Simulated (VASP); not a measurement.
Set up this calculation in VASP 6.6.1, as the native input.

* Task: single point
* Functional: revPBE
* Potentials or basis: VASP PAW PBE potentials, release 64 (Pd)
* Cutoff: 520 eV
* k mesh: 9 × 9 × 9
* Occupations: fermi-dirac, width 0.05 eV
* Spin: no spin polarisation
* Dipole correction: no
* Further INCAR settings: ALGO = Normal; EDIFF = 1e-06; NBANDS = 11

The structure of Pd lies in POSCAR:

```
Pd
1.0
    0.0223130000      1.9328830000      1.9592150000
    1.9662030000      0.0071630000      1.9743650000
    1.9559470000      1.9377780000      0.0174180000
Pd
1
Direct
   -0.0027670000     -0.0293500000     -0.0311200000
```

These files were run (other wordings do the same):

INCAR

```
PREC     = Accurate       # precision mode
ENCUT    = 520            # plane-wave cutoff, eV
EDIFF    = 1E-6           # SCF threshold, eV
ISMEAR   = -1             # smearing method
SIGMA    = 0.05           # smearing width, eV
LREAL    = False          # projectors in reciprocal space
LASPH    = True           # aspherical terms in the spheres
NELM     = 80             # most SCF steps
ALGO     = Normal         # electronic algorithm
ISIF     = 2              # what is computed and relaxed
LWAVE    = False          # write WAVECAR
LCHARG   = False          # write CHGCAR
GGA      = RE             # functional
NBANDS   = 11             # bands
```

KPOINTS

```
regular mesh
0
Gamma
  9 9 9
```

Potentials or basis: VASP PAW PBE potentials, release 64 (Pd).

The run is started by

```sh
$ cat potpaw_PBE.64/Pd/POTCAR > POTCAR
$ mpirun -np 1 vasp_std > vasp.out
```

Results of the run:

```yaml
Pressure: 9.9 GPa
Band_gap_on_the_k_mesh: zero (band 5 reaches 10.04 eV, above the bottom of band 6 at 8.59 eV)
```

Caveat: the PAW data sets were made with another functional, which shifts forces and pressure a little.

Run time: 20 s on 1 thread of Intel(R) Xeon(R) 6975P-C (Granite Rapids), with other jobs on the host, peak memory 0.17 GiB.
